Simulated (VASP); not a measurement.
# Ti (Fm-3m) in VASP: settings compared

Ti is run at these levels: PBE+D3(BJ), PBE; tasks: single point.

All numbers are computed with VASP 6.6.1; they aren't measurements. Logs are shortened: lines on timing, memory, paths and dates and some standing lists are left out, and cuts for length are marked.

### 1 The cell of the first run

It takes space group Fm-3m (No. 225, cubic). The conventional cell has a = 4.060 Å, b = 4.060 Å, c = 4.060 Å, α = 90.00°, β = 90.00°, γ = 90.00°. Ti (site symmetry m-3m) has 12 Ti at 2.87 Å within 3.8 Å.

### 2 Single point, PBE+D3(BJ)

The input, INCAR:

```
  PREC = Accurate
  ENCUT = 520
  EDIFF = 1E-6
  ISMEAR = 0
  SIGMA = 0.1
  LREAL = F
  LASPH = T
  NELM = 100
  ALGO = Fast
  ISIF = 2
  LWAVE = F
  LCHARG = T
  GGA = PE
  IVDW = 12
  LELF = T
  LVHAR = T
  NBANDS = 12
```

The input, KPOINTS:

```
Automatic mesh
0
Gamma
  6 6 6
```

The input, POSCAR:

```
Ti
1.0
    0.0000000000      2.0300000000      2.0300000000
    2.0300000000      0.0000000000      2.0300000000
    2.0300000000      2.0300000000      0.0000000000
Ti
1
Direct
    0.0000000000      0.0000000000      0.0000000000
```

Potentials or basis: VASP PAW PBE potentials, release 64 (Ti_sv).

On the command line:

```sh
$ cat potpaw_PBE.64/Ti_sv/POTCAR > POTCAR
$ mpirun -np 1 vasp_std > vasp.out
```

OUTCAR:

```text
PREC = Accurate
   ENCUT = 520
   EDIFF = 1E-6
   ISMEAR = 0
   LREAL = F
   LASPH = T
   NELM = 100
   ISIF = 2
   GGA = PE
   IVDW = 12
 IVDW          = 12

 ion  position               nearest neighbor table
   1  0.000  0.000  0.000-

  LATTYP: Found a face centered cubic cell.
 ALAT       =     4.0600000000

  Lattice vectors:

 A1 = (   0.0000000000,   2.0300000000,   2.0300000000)
 A2 = (   2.0300000000,   0.0000000000,   2.0300000000)
 A3 = (   2.0300000000,   2.0300000000,   0.0000000000)

Analysis of symmetry for initial positions (statically):
=====================================================================
 Subroutine PRICEL returns:
 Original cell was already a primitive cell.

 Routine SETGRP: Setting up the symmetry group for a
 face centered cubic supercell.

 Subroutine GETGRP returns: Found 48 space group operations
 (whereof 48 operations were pure point group operations)
 out of a pool of 48 trial point group operations.

The static configuration has the point symmetry O_h .

Analysis of symmetry for dynamics (positions and initial velocities):
=====================================================================
 Subroutine PRICEL returns:
 Original cell was already a primitive cell.

 Routine SETGRP: Setting up the symmetry group for a
 face centered cubic supercell.

 Subroutine GETGRP returns: Found 48 space group operations
 (whereof 48 operations were pure point group operations)
 out of a pool of 48 trial point group operations.

The dynamic configuration has the point symmetry O_h .

 Subroutine INISYM returns: Found 48 space group operations
 (whereof 48 operations are pure point group operations),
 and found     1 'primitive' translations

----------------------------------------------------------------------------------------

                                     Primitive cell

  volume of cell :      16.7309

  direct lattice vectors                    reciprocal lattice vectors
     0.000000000  2.030000000  2.030000000    -0.246305419  0.246305419  0.246305419
     2.030000000  0.000000000  2.030000000     0.246305419 -0.246305419  0.246305419
     2.030000000  2.030000000  0.000000000     0.246305419  0.246305419 -0.246305419

  length of vectors
     2.870853532  2.870853532  2.870853532     0.426613499  0.426613499  0.426613499

  position of ions in fractional coordinates (direct lattice)
     0.000000000  0.000000000  0.000000000

  ion indices of the primitive-cell ions
   primitive index   ion index
                 1           1

----------------------------------------------------------------------------------------

 KPOINTS: Automatic mesh

Automatic generation of k-mesh.
 Grid dimensions read from file:
 generate k-points for:    6    6    6

 Generating k-lattice:

  Cartesian coordinates                     Fractional coordinates (reciprocal lattice)
    -0.041050903  0.041050903  0.041050903     0.166666667  0.000000000  0.000000000
     0.041050903 -0.041050903  0.041050903     0.000000000  0.166666667  0.000000000
     0.041050903  0.041050903 -0.041050903     0.000000000  0.000000000  0.166666667

  Length of vectors
     0.071102250  0.071102250  0.071102250

  Shift w.r.t. Gamma in fractional coordinates (k-lattice)
     0.000000000  0.000000000  0.000000000

 Subroutine IBZKPT returns following result:
 ===========================================

 Found     16 irreducible k-points:

 Following reciprocal coordinates:
            Coordinates               Weight
  0.000000  0.000000  0.000000      1.000000
  0.166667  0.000000  0.000000      8.000000
  0.333333  0.000000  0.000000      8.000000
  0.500000  0.000000  0.000000      4.000000
  0.166667  0.166667  0.000000      6.000000
  0.333333  0.166667  0.000000     24.000000
[... 8 lines left out ...]
 -0.333333  0.333333  0.166667     24.000000
 -0.333333  0.500000  0.166667     12.000000
   k-points           NKPTS =     16   k-points in BZ     NKDIM =     16   number of bands    NBANDS=     12
   number of dos      NEDOS =    301   number of ions     NIONS =      1
   total plane-waves  NPLWV =  13824
   dimension x,y,z NGX =    24 NGY =   24 NGZ =   24
   dimension x,y,z NGXF=    48 NGYF=   48 NGZF=   48
   ions per type =               1
   NGX,Y,Z   is equivalent  to a cutoff of  13.90, 13.90, 13.90 a.u.
   NGXF,Y,Z  is equivalent  to a cutoff of  27.80, 27.80, 27.80 a.u.
 SYSTEM =  unknown system
   PREC   = accura    normal or accurate (medium, high low for compatibility)
   ISTART =      0    job   : 0-new  1-cont  2-samecut
   ICHARG =      2    charge: 1-file 2-atom 10-const
   ISPIN  =      1    spin polarized calculation?
   LNONCOLLINEAR =      F non collinear calculations
   LSORBIT =      F    spin-orbit coupling
   LASPH  =      T    aspherical Exc in radial PAW
   ENCUT  =  520.0 eV  38.22 Ry    6.18 a.u.   5.34  5.34  5.34*2*pi/ulx,y,z
   NELM   =    100;   NELMIN=  2; NELMDL= -5     # of ELM steps
   EDIFF  = 0.1E-05   stopping-criterion for ELM
   LREAL  =      F    real-space projection
   EDIFFG = 0.1E-04   stopping-criterion for IOM
   NSW    =      0    number of steps for IOM
   IBRION =     -1    ionic relax: 0-MD 1-quasi-New 2-CG
   NFREE  =      0    steps in history (QN), initial steepest desc. (CG)
   ISIF   =      2    stress and relaxation
   ISYM   =      2    0-nonsym 1-usesym 2-fastsym
   POTIM  = 0.5000    time-step for ionic-motion
   TEBEG  =    0.0;   TEEND  =   0.0 temperature during run
   PSTRESS=    0.0 pullay stress
   NELECT =      12.0000    total number of electrons
   NUPDOWN=      -1.0000    fix difference up-down
   EMIN   =  10.00;   EMAX   =-10.00  energy-range for DOS
   EFERMI =   0.00;   METHOD = LEGACY
   ISMEAR =     0;   SIGMA  =   0.10  broadening in eV -4-tet -1-fermi 0-gaus
   EFERMI_NEDOS =   21; number of points for ismear=-14 and -15
   IALGO  =     68    algorithm
   IMIX   =      4    mixing-type and parameters
     AMIX     =   0.40;   BMIX     =  1.00
     AMIX_MAG =   1.60;   BMIX_MAG =  1.00
  volume/ion in A,a.u.               =      16.73       112.91
  Fermi-wavevector in a.u.,A,eV,Ry     =   1.465421  2.769245 29.217967  2.147460
  Thomas-Fermi vector in A             =   2.581280
   LORBIT       =      0    0 simple, 1 ext, 2 COOP (PROOUT), +10 PAW based schemes
   GGA     = PE    functional components
   LHFCALC =     F    Hartree Fock is set to
   AEXX    =    0.0000 exact exchange contribution
   IVDW    =    12    specifies the selected vdW correction
   LEPSILON=     F    determine dielectric tensor
   LRPA    =     F    only Hartree local field effects (RPA)
 non-spin polarized calculation
 RMM-DIIS sequential band-by-band and
 Gauss-broadening in eV      SIGMA  =   0.10
  energy-cutoff  :      520.00
  volume of cell :       16.73
 maximum number of plane-waves:       464
 NGX is ok and might be reduce to    24
   NGX = 11   NGY = 11   NGZ = 11

 number of electron      12.0000002 magnetization

 Free energy of the ion-electron system (eV)
  ---------------------------------------------------
  ext. energy  EPLUGINS =         0.00000000
  ---------------------------------------------------
  free energy    TOTEN  =        -7.76888620 eV

  energy without entropy =       -7.75527737  energy(sigma->0) =       -7.76208178

 E-fermi :   8.5935     XC(G=0): -11.6794

 val. band max:        8.5416947630   @ k =  -0.3333   0.3333   0.1667
 cond. band min:       8.6264183067   @ k =   0.3333   0.0000   0.0000
 fundamental gap:      0.0847235437
 Fermi energy:         8.5935187256

 k-point     1 :       0.0000    0.0000    0.0000
  band No.  band energies     occupation
      1     -48.0513      2.00000
      2     -23.8638      2.00000
      3     -23.8638      2.00000
      4     -23.8638      2.00000
      5       2.4385      2.00000
      6       9.5035      0.00000
      7       9.5035      0.00000
      8       9.5035      0.00000
      9      11.2168      0.00000
     10      11.2168      0.00000
     11      24.0755      0.00000
     12      28.7404      0.00000

 k-point     2 :       0.1667    0.0000    0.0000
  band No.  band energies     occupation
      1     -48.0162      2.00000
      2     -24.0577      2.00000
      3     -23.8880      2.00000
      4     -23.8880      2.00000
      5       3.3269      2.00000
      6       9.0177      0.00000
      7       9.7509      0.00000
      8       9.7509      0.00000
      9      11.1054      0.00000
     10      11.1054      0.00000
     11      24.0437      0.00000
     12      25.2943      0.00000

 k-point     3 :       0.3333    0.0000    0.0000
  band No.  band energies     occupation
      1     -47.9452      2.00000
      2     -24.4337      2.00000
      3     -23.9359      2.00000
      4     -23.9359      2.00000
      5       5.2304      2.00000
      6       8.6264      0.64174
      7       9.6109      0.00000
      8       9.6109      0.00000
      9      11.7342      0.00000
     10      11.7342      0.00000
     11      19.7272      0.00000
     12      24.1961      0.00000
[... 166 lines left out ...]
 k-point    15 :      -0.3333    0.3333    0.1667
  band No.  band energies     occupation
      1     -47.8747      2.00000
      2     -24.4431      2.00000
      3     -24.2532      2.00000
      4     -24.0664      2.00000
      5       7.3833      2.00000
      6       7.5650      2.00000
      7       8.5417      1.53638
      8      10.6746      0.00000
      9      12.2138      0.00000
     10      15.5577      0.00000
     11      16.9854      0.00000
     12      21.3490      0.00000

 k-point    16 :      -0.3333    0.5000    0.1667
  band No.  band energies     occupation
      1     -47.8631      2.00000
      2     -24.4574      2.00000
      3     -24.2386      2.00000
      4     -24.1356      2.00000
      5       6.6680      2.00000
      6       7.4386      2.00000
      7       9.2678      0.00000
      8      11.2745      0.00000
      9      12.6308      0.00000
     10      15.5914      0.00000
     11      18.9460      0.00000
     12      19.7645      0.00000

------------------------ aborting loop because EDIFF is reached ----------------------------------------

 Edisp (eV)   -0.62562

 E8    (eV) :    -0.2971

  FORCE on cell =-STRESS in cart. coord.  units (eV):
  Direction    XX          YY          ZZ          XY          YZ          ZX
  --------------------------------------------------------------------------------------
  -------------------------------------------------------------------------------------
  Total      -0.15921    -0.15921    -0.15921    -0.00000    -0.00000     0.00000
  in kB     -15.24645   -15.24645   -15.24645    -0.00000    -0.00000     0.00000
  external pressure =      -15.25 kB  Pullay stress =        0.00 kB

 VOLUME and BASIS-vectors are now :
 -----------------------------------------------------------------------------
  energy-cutoff  :      520.00
  volume of cell :       16.73
      direct lattice vectors                 reciprocal lattice vectors
     0.000000000  2.030000000  2.030000000    -0.246305419  0.246305419  0.246305419
     2.030000000  0.000000000  2.030000000     0.246305419 -0.246305419  0.246305419
     2.030000000  2.030000000  0.000000000     0.246305419  0.246305419 -0.246305419

 POSITION                                       TOTAL-FORCE (eV/Angst)
 -----------------------------------------------------------------------------------
      0.00000      0.00000      0.00000         0.000000      0.000000      0.000000
 -----------------------------------------------------------------------------------
    total drift:                               -0.000000      0.000000     -0.000000

  FREE ENERGIE OF THE ION-ELECTRON SYSTEM (eV)
  ---------------------------------------------------
  free  energy   TOTEN  =        -8.3945110856 eV

  energy  without entropy=       -8.3809022599  energy(sigma->0) =       -8.38770667
```

It took 10 s on 1 thread of Intel Xeon 6975P-C, shared host; peak memory 0.14 GiB.

Results:

* Free energy: -8.3945 eV
* Pressure: -1.5 GPa
* Band gap on the k mesh: zero (band 6 reaches 9.50 eV, above the bottom of band 7 at 8.54 eV)
* Dispersion energy per atom: -0.626 eV

Levels at points of the mesh, in eV from the Fermi level:
```tsv
k point	band 4	band 5	band 6	band 7	band 8	band 9
(0.00, 0.00, 0.00)	-32.46	-6.16	0.91	0.91	0.91	2.62
(0.50, 0.00, 0.00)	-32.55	-2.65	0.76	0.79	0.79	3.75
(0.50, 0.50, 0.00)	-32.72	-2.68	-1.79	3.04	3.74	4.04
```

Caveat: the k points lie up to 0.45 Å⁻¹ apart; pairwise dispersion overbinds metals, which lowers pressure and volume.

### 3 Single point, PBE

The input, INCAR:

```
SYSTEM = Ti
PREC     = Accurate       ! precision mode
ENCUT    = 520            ! plane-wave cutoff, eV
EDIFF    = 1E-6           ! SCF threshold, eV
ISMEAR   = -1             ! smearing method
SIGMA    = 0.008617333262145177 ! smearing width, eV
LREAL    = .FALSE.        ! projectors in reciprocal space
LASPH    = .TRUE.         ! aspherical terms in the spheres
NELM     = 60             ! most SCF steps
ALGO     = Fast           ! electronic algorithm
ISIF     = 2              ! what is computed and relaxed
LWAVE    = .FALSE.        ! write WAVECAR
LCHARG   = .FALSE.        ! write CHGCAR
GGA      = PE             ! functional
NBANDS   = 12             ! bands
```

The input, KPOINTS:

```
Automatic mesh
0
G
  6 6 6
  0 0 0
```

POSCAR is that of step 2.

Potentials or basis: VASP PAW PBE potentials, release 64 (Ti_sv).

On the command line:

```sh
$ cat potpaw_PBE.64/Ti_sv/POTCAR > POTCAR
$ mpirun -np 1 vasp_std > vasp.out
```

Wall time 11 s (1 thread of Intel Xeon 6975P-C, shared host); peak memory 0.13 GiB.

It converged, with:

```
Free energy            : -7.7624 eV
Pressure               : 5.1 GPa
Band gap on the k mesh : zero (band 6 reaches 9.50 eV, above the bottom of band 7 at 8.54 eV)
```

Levels at points of the mesh, in eV from the Fermi level:
```csv
k point,band 3,band 4,band 5,band 6,band 7,band 8,band 9,band 10
"(0.00, 0.00, 0.00)",-32.48,-32.48,-6.18,0.89,0.89,0.89,2.60,2.60
"(0.50, 0.00, 0.00)",-32.57,-32.57,-2.67,0.73,0.77,0.77,3.72,3.72
"(0.50, 0.50, 0.00)",-32.74,-32.74,-2.70,-1.81,3.02,3.72,4.01,4.01
```

Caveat: the k points lie up to 0.45 Å⁻¹ apart.
